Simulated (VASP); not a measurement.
Here is a VASP 6.6.1 calculation.

POSCAR

```
BiB
1.0
    0.0000000000      2.7255177504      2.7255177504
    2.7255177504      0.0000000000      2.7255177504
    2.7255177504      2.7255177504      0.0000000000
B Bi
1 1
Direct
    0.0000000000      0.0000000000      0.0000000000
    0.2500000000      0.2500000000      0.2500000000
```

Contents of INCAR.step1:

```
PREC = Accurate ; ENCUT = 520
EDIFF = 1E-5 ; ISMEAR = -1
SIGMA = 0.02 ; LREAL = F
LASPH = T ; NELM = 60
ALGO = Normal ; ISIF = 2
LWAVE = T ; NBANDS = 16
GGA = PE
```

The input INCAR.step2:

```
PREC = Accurate ; ENCUT = 520
EDIFF = 1E-6 ; ISMEAR = -1
SIGMA = 0.02 ; LREAL = F
LASPH = T ; NELM = 60
ALGO = Normal ; ISIF = 2
LWAVE = F ; LCHARG = T
GGA = PE ; LHFCALC = T
HFSCREEN = 0.2079 ; PRECFOCK = Normal
LELF = T ; LVHAR = T
NBANDS = 16 ; ISTART = 1
```

Contents of KPOINTS:

```
regular mesh
0
Gamma
  6 6 6
```

Potentials or basis: VASP PAW PBE potentials, release 64 (B, Bi_d).

The run is started by

```console
$ cat potpaw_PBE.64/B/POTCAR potpaw_PBE.64/Bi_d/POTCAR > POTCAR
$ cp INCAR.step1 INCAR
$ mpirun -np 1 vasp_std > vasp.out
$ cp INCAR.step2 INCAR
$ mpirun -np 1 vasp_std > vasp.out
```

(1) Predict the band gap on the k mesh.

(2) What does it give for the pressure?

Results:

(1) 1.02 eV (least direct gap 1.08 eV).

(2) -0.1 GPa.

Caveat: the structure was generated, so it needn't be the stable form of BiB; the PAW data sets were made with another functional, which shifts forces and pressure a little; spin-orbit coupling is left out, which moves the levels of the heavy elements.
